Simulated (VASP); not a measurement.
# Mn (Fd-3m) in VASP: single point with PBEsol

Aim: the single point of Mn with PBEsol.

Program: VASP 6.6.1. These are calculated values, not measurements. Logs are shortened: lines on timing, memory, paths and dates and some standing lists are left out, and cuts for length are marked.

**1. The cell of the first run**

The structure is cubic, space group Fd-3m (No. 227). The conventional cell has a = 4.883 Å, b = 4.883 Å, c = 4.883 Å, α = 90.00°, β = 90.00°, γ = 90.00°. Mn (site symmetry -43m) has 4 Mn at 2.11 Å within 2.8 Å.

This isn't the form of Mn at room conditions, which is a 58-atom cubic cell.

**2. Single point, PBEsol, collinear spin, ferromagnetic start (14.55 Å³/atom)**

INCAR

```
PREC = Accurate ; ENCUT = 520
EDIFF = 1E-7 ; ISMEAR = -1
SIGMA = 0.08 ; LREAL = False
LASPH = True ; NELM = 150
ALGO = Normal ; ISIF = 2
LWAVE = False ; LCHARG = True
ISPIN = 2 ; MAGMOM = 3 3
LORBIT = 11 ; LMAXMIX = 4
GGA = PS ; LELF = True
LVHAR = True ; NBANDS = 24
```

KPOINTS

```
regular mesh
0
Gamma
  15 15 15
```

POSCAR

```
Mn
1.0
    0.0000000000      2.4414343592      2.4414343592
    2.4414343592      0.0000000000      2.4414343592
    2.4414343592      2.4414343592      0.0000000000
Mn
2
Direct
   -0.1250000000     -0.1250000000     -0.1250000000
    0.1250000000      0.1250000000      0.1250000000
```

Potentials or basis: VASP PAW PBE potentials, release 64 (Mn_pv).

The run is started by

```bash
cat potpaw_PBE.64/Mn_pv/POTCAR > POTCAR
mpirun -np 1 vasp_std > vasp.out
```

OUTCAR:

```text
PREC = Accurate
   ENCUT = 520
   EDIFF = 1E-7
   ISMEAR = -1
   LREAL = False
   LASPH = True
   NELM = 150
   ISIF = 2
   ISPIN = 2
   LORBIT = 11
   GGA = PS

 ion  position               nearest neighbor table
   1  0.875  0.875  0.875-   2 2.11   2 2.11   2 2.11   2 2.11
   2  0.125  0.125  0.125-   1 2.11   1 2.11   1 2.11   1 2.11

  LATTYP: Found a face centered cubic cell.
 ALAT       =     4.8828687184

  Lattice vectors:

 A1 = (   0.0000000000,   2.4414343592,   2.4414343592)
 A2 = (   2.4414343592,   0.0000000000,   2.4414343592)
 A3 = (   2.4414343592,   2.4414343592,   0.0000000000)

Analysis of symmetry for initial positions (statically):
=====================================================================
 Subroutine PRICEL returns:
 Original cell was already a primitive cell.

 Routine SETGRP: Setting up the symmetry group for a
 face centered cubic supercell.

 Subroutine GETGRP returns: Found 48 space group operations
 (whereof 12 operations were pure point group operations)
 out of a pool of 48 trial point group operations.

The static configuration has the point symmetry D_3d.
 The point group associated with its full space group is O_h .

Analysis of symmetry for dynamics (positions and initial velocities):
=====================================================================
 Subroutine PRICEL returns:
 Original cell was already a primitive cell.

 Routine SETGRP: Setting up the symmetry group for a
 face centered cubic supercell.

 Subroutine GETGRP returns: Found 48 space group operations
 (whereof 12 operations were pure point group operations)
 out of a pool of 48 trial point group operations.

The dynamic configuration has the point symmetry D_3d.
 The point group associated with its full space group is O_h .

Analysis of structural, dynamic, and magnetic symmetry:
=====================================================================
 Subroutine PRICEL returns:
 Original cell was already a primitive cell.

 Routine SETGRP: Setting up the symmetry group for a
 face centered cubic supercell.

 Subroutine GETGRP returns: Found 48 space group operations
 (whereof 12 operations were pure point group operations)
 out of a pool of 48 trial point group operations.

The overall configuration has the point symmetry D_3d.
 The point group associated with its full space group is O_h .

 Subroutine INISYM returns: Found 48 space group operations
 (whereof 12 operations are pure point group operations),
 and found     1 'primitive' translations

----------------------------------------------------------------------------------------

                                     Primitive cell

  volume of cell :      29.1048

  direct lattice vectors                    reciprocal lattice vectors
     0.000000000  2.441434359  2.441434359    -0.204797642  0.204797642  0.204797642
     2.441434359  0.000000000  2.441434359     0.204797642 -0.204797642  0.204797642
     2.441434359  2.441434359  0.000000000     0.204797642  0.204797642 -0.204797642

  length of vectors
     3.452709582  3.452709582  3.452709582     0.354719921  0.354719921  0.354719921

  position of ions in fractional coordinates (direct lattice)
     0.875000000  0.875000000  0.875000000
     0.125000000  0.125000000  0.125000000

  ion indices of the primitive-cell ions
   primitive index   ion index
                 1           1
                 2           2

----------------------------------------------------------------------------------------

 KPOINTS: regular mesh

Automatic generation of k-mesh.
 Grid dimensions read from file:
 generate k-points for:   15   15   15

 Generating k-lattice:

  Cartesian coordinates                     Fractional coordinates (reciprocal lattice)
    -0.013653176  0.013653176  0.013653176     0.066666667  0.000000000  0.000000000
     0.013653176 -0.013653176  0.013653176     0.000000000  0.066666667  0.000000000
     0.013653176  0.013653176 -0.013653176     0.000000000  0.000000000  0.066666667

  Length of vectors
     0.023647995  0.023647995  0.023647995

  Shift w.r.t. Gamma in fractional coordinates (k-lattice)
     0.000000000  0.000000000  0.000000000

 Subroutine IBZKPT returns following result:
 ===========================================

 Found    120 irreducible k-points:

 Following reciprocal coordinates:
            Coordinates               Weight
  0.000000  0.000000  0.000000      1.000000
  0.066667  0.000000  0.000000      8.000000
  0.133333  0.000000  0.000000      8.000000
  0.200000  0.000000  0.000000      8.000000
  0.266667  0.000000  0.000000      8.000000
  0.333333  0.000000  0.000000      8.000000
[... 16 lines left out ...]
  0.133333  0.133333  0.000000      6.000000
  0.200000  0.133333  0.000000     24.000000
 [... further k-points ...]
   k-points           NKPTS =    120   k-points in BZ     NKDIM =    120   number of bands    NBANDS=     24
   number of dos      NEDOS =    301   number of ions     NIONS =      2
   total plane-waves  NPLWV =  21952
   dimension x,y,z NGX =    28 NGY =   28 NGZ =   28
   dimension x,y,z NGXF=    56 NGYF=   56 NGZF=   56
   ions per type =               2
   NGX,Y,Z   is equivalent  to a cutoff of  13.48, 13.48, 13.48 a.u.
   NGXF,Y,Z  is equivalent  to a cutoff of  26.96, 26.96, 26.96 a.u.
 SYSTEM =  unknown system
   PREC   = accura    normal or accurate (medium, high low for compatibility)
   ISTART =      0    job   : 0-new  1-cont  2-samecut
   ICHARG =      2    charge: 1-file 2-atom 10-const
   ISPIN  =      2    spin polarized calculation?
   LNONCOLLINEAR =      F non collinear calculations
   LSORBIT =      F    spin-orbit coupling
   LASPH  =      T    aspherical Exc in radial PAW
   ENCUT  =  520.0 eV  38.22 Ry    6.18 a.u.   6.42  6.42  6.42*2*pi/ulx,y,z
   NELM   =    150;   NELMIN=  2; NELMDL= -5     # of ELM steps
   EDIFF  = 0.1E-06   stopping-criterion for ELM
   LREAL  =      F    real-space projection
   EDIFFG = 0.1E-05   stopping-criterion for IOM
   NSW    =      0    number of steps for IOM
   IBRION =     -1    ionic relax: 0-MD 1-quasi-New 2-CG
   NFREE  =      0    steps in history (QN), initial steepest desc. (CG)
   ISIF   =      2    stress and relaxation
   ISYM   =      2    0-nonsym 1-usesym 2-fastsym
   POTIM  = 0.5000    time-step for ionic-motion
   TEBEG  =    0.0;   TEEND  =   0.0 temperature during run
   PSTRESS=    0.0 pullay stress
   NELECT =      26.0000    total number of electrons
   NUPDOWN=      -1.0000    fix difference up-down
   EMIN   =  10.00;   EMAX   =-10.00  energy-range for DOS
   EFERMI =   0.00;   METHOD = LEGACY
   ISMEAR =    -1;   SIGMA  =   0.08  broadening in eV -4-tet -1-fermi 0-gaus
   EFERMI_NEDOS =   21; number of points for ismear=-14 and -15
   IALGO  =     38    algorithm
   IMIX   =      4    mixing-type and parameters
     AMIX     =   0.40;   BMIX     =  1.00
     AMIX_MAG =   1.60;   BMIX_MAG =  1.00
  volume/ion in A,a.u.               =      14.55        98.20
  Fermi-wavevector in a.u.,A,eV,Ry     =   1.576682  2.979498 33.823097  2.485928
  Thomas-Fermi vector in A             =   2.677479
   LORBIT       =     11    0 simple, 1 ext, 2 COOP (PROOUT), +10 PAW based schemes
   GGA     = PS    functional components
   LHFCALC =     F    Hartree Fock is set to
   AEXX    =    0.0000 exact exchange contribution
   IVDW    =     0    specifies the selected vdW correction
   LEPSILON=     F    determine dielectric tensor
   LRPA    =     F    only Hartree local field effects (RPA)
 spin polarized calculation
  energy-cutoff  :      520.00
  volume of cell :       29.10
 maximum number of plane-waves:       801
 NGX is ok and might be reduce to    28
   NGX = 13   NGY = 13   NGZ = 13

 number of electron      26.0000005 magnetization       0.0000194

 number of electron      26.0000005 magnetization      -0.0000425

 Free energy of the ion-electron system (eV)
  ---------------------------------------------------
  ext. energy  EPLUGINS =         0.00000000
  ---------------------------------------------------
  free energy    TOTEN  =       -16.48042650 eV

  energy without entropy =      -16.44194679  energy(sigma->0) =      -16.46118664

 E-fermi :   6.3303     XC(G=0): -12.0887

 val. band max:        6.3295111496   @ k =  -0.4000   0.4000   0.0000
 cond. band min:       6.3393099479   @ k =  -0.4667   0.4667   0.0000
 fundamental gap:      0.0097987983
 Fermi energy:         6.3303094551

 spin component 1

 k-point     1 :       0.0000    0.0000    0.0000
  band No.  band energies     occupation
      1     -41.4589      1.00000
      2     -41.4589      1.00000
      3     -41.4589      1.00000
      4     -40.6534      1.00000
      5     -40.6534      1.00000
      6     -40.6534      1.00000
[... 16 lines left out ...]
     23      21.6574      0.00000
     24      21.9397      0.00000
[... 598 lines left out ...]
      2     -41.5157      1.00000
      3     -41.4111      1.00000
      4     -40.7084      1.00000
      5     -40.5969      1.00000
      6     -40.5966      1.00000
[... 16 lines left out ...]
     23      24.1612      0.00000
     24      24.7709      0.00000

 [... further k-points ...]

 spin component 2

 k-point     1 :       0.0000    0.0000    0.0000
  band No.  band energies     occupation
      1     -41.4589      1.00000
      2     -41.4589      1.00000
      3     -41.4589      1.00000
      4     -40.6534      1.00000
      5     -40.6534      1.00000
      6     -40.6534      1.00000
[... 16 lines left out ...]
     23      21.6574      0.00000
     24      21.9397      0.00000
[... 598 lines left out ...]
      2     -41.5157      1.00000
      3     -41.4111      1.00000
      4     -40.7084      1.00000
      5     -40.5969      1.00000
      6     -40.5966      1.00000
[... 16 lines left out ...]
     23      24.1612      0.00000
     24      24.7709      0.00000

 [... further k-points ...]
[... 5 lines left out ...]
  --------------------------------------------------------------------------------------
  -------------------------------------------------------------------------------------
  Total        0.1137141      0.1137141      0.1137141     -0.0000000     -0.0000000     -0.0000000
  in kB        6.2597897      6.2597897      6.2597897     -0.0000000     -0.0000000     -0.0000000
  external PRESSURE =       6.2597897 kB  Pullay stress =       0.0000000 kB

 VOLUME and BASIS-vectors are now :
 -----------------------------------------------------------------------------
  energy-cutoff  :      520.00
  volume of cell :       29.10
      direct lattice vectors                 reciprocal lattice vectors
     0.000000000  2.441434359  2.441434359    -0.204797642  0.204797642  0.204797642
     2.441434359  0.000000000  2.441434359     0.204797642 -0.204797642  0.204797642
     2.441434359  2.441434359  0.000000000     0.204797642  0.204797642 -0.204797642

 POSITION                                       TOTAL-FORCE (eV/Angst)
 -----------------------------------------------------------------------------------
      4.27251      4.27251      4.27251         0.000000      0.000000     -0.000000
      0.61036      0.61036      0.61036        -0.000000     -0.000000      0.000000
 -----------------------------------------------------------------------------------
    total drift:                                0.000000      0.000000     -0.000000

  FREE ENERGIE OF THE ION-ELECTRON SYSTEM (eV)
  ---------------------------------------------------
  free  energy   TOTEN  =       -16.4804264955 eV

  energy  without entropy=      -16.4419467883  energy(sigma->0) =      -16.46118664

 total charge

# of ion       s       p       d       tot
------------------------------------------
    1        0.498   6.277   5.352  12.127
    2        0.498   6.277   5.352  12.127
--------------------------------------------------
tot          0.996  12.554  10.704  24.254

 magnetization (x)

# of ion       s       p       d       tot
------------------------------------------
    1       -0.000  -0.000  -0.000  -0.000
    2       -0.000  -0.000  -0.000  -0.000
--------------------------------------------------
tot         -0.000  -0.000  -0.000  -0.000
```

Wall time 3.8 min (1 thread of Oxide Virtual Turin-like, shared host); peak memory 0.21 GiB.

Results:

```
Free energy                                           : -16.4804 eV
Pressure                                              : 0.6 GPa
Band gap on the k mesh                                : zero (filled and empty bands overlap)
Net moment                                            : 0.00 μB per cell
Valence electrons inside the program's atomic spheres : Mn 12.13
```

Caveat: the moments typed at the start vanished in this run; the PAW data sets were made with another functional, which shifts forces and pressure a little.
